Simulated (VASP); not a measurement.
Write the native input for VASP 6.6.1 that does the following.

- Task: relaxation of cell and atoms
- Functional: PBE
- Potentials or basis: VASP PAW PBE potentials, release 64 (Mg, Cd, O)
- Cutoff: 600 eV
- k mesh: 3 × 3 × 6
- Occupations: gaussian, width 0.1 eV
- Spin: no spin polarisation
- Dipole correction: no
- Further INCAR settings: ALGO = Normal; EDIFF = 1e-06; IBRION = 2; EDIFFG = -0.04; NSW = 90; ISIF = 3

The structure of MgCd2O3 lies in POSCAR:

```
MgCd2O3
1.0
    5.8050059240      0.0000000000      0.0000000000
   -2.9025029620      5.0272825993      0.0000000000
    0.0000000000      0.0000000000      3.1000265152
Mg Cd O
1 2 3
Direct
    0.0000000000      0.0000000000      0.0000000000
    0.6666666667      0.3333333333      0.0000000000
    0.3333333333      0.6666666667      0.0000000000
    0.5000000000      0.0000000000      0.5000000000
    0.5000000000      0.5000000000      0.5000000000
    0.0000000000      0.5000000000      0.5000000000
```

One way to write it, as run:

INCAR

```
SYSTEM = MgCd2O3
PREC = Accurate
ENCUT = 600
EDIFF = 1E-6
ISMEAR = 0
SIGMA = 0.1
LREAL = .FALSE.
LASPH = .TRUE.
NELM = 60
ALGO = Normal
ISIF = 3
LWAVE = .FALSE.
LCHARG = .FALSE.
GGA = PE
IBRION = 2
NSW = 90
EDIFFG = -0.04
```

KPOINTS

```
regular mesh
0
G
  3 3 6
  0 0 0
```

Potentials or basis: VASP PAW PBE potentials, release 64 (Mg, Cd, O).

Run with:

```sh
$ cat potpaw_PBE.64/Mg/POTCAR potpaw_PBE.64/Cd/POTCAR potpaw_PBE.64/O/POTCAR > POTCAR
$ mpirun -np 1 vasp_std > vasp.out
```

Results of the run:

```yaml
Relaxed_volume: 15.29 Å³/atom
Relaxed_cell: a = 5.831 Å, b = 5.831 Å, c = 3.115 Å, α = 90.00°, β = 90.00°, γ = 120.00°
Space_group_after_relaxing_to_0.05_Å: P6/mmm (No. 191)
Energy_gained_by_relaxing: 0.9 meV/atom
Ionic_steps: 3
Pressure_after_relaxing: 0.0 GPa
Band_gap_on_the_k_mesh: zero (band 22 reaches 1.79 eV, above the bottom of band 23 at 1.11 eV)
```

Caveat: the k points lie up to 0.41 Å⁻¹ apart in the final cell.

Run time: 54 s on 1 thread of Intel(R) Xeon(R) 6975P-C (Granite Rapids), with other jobs on the host, peak memory 0.26 GiB.
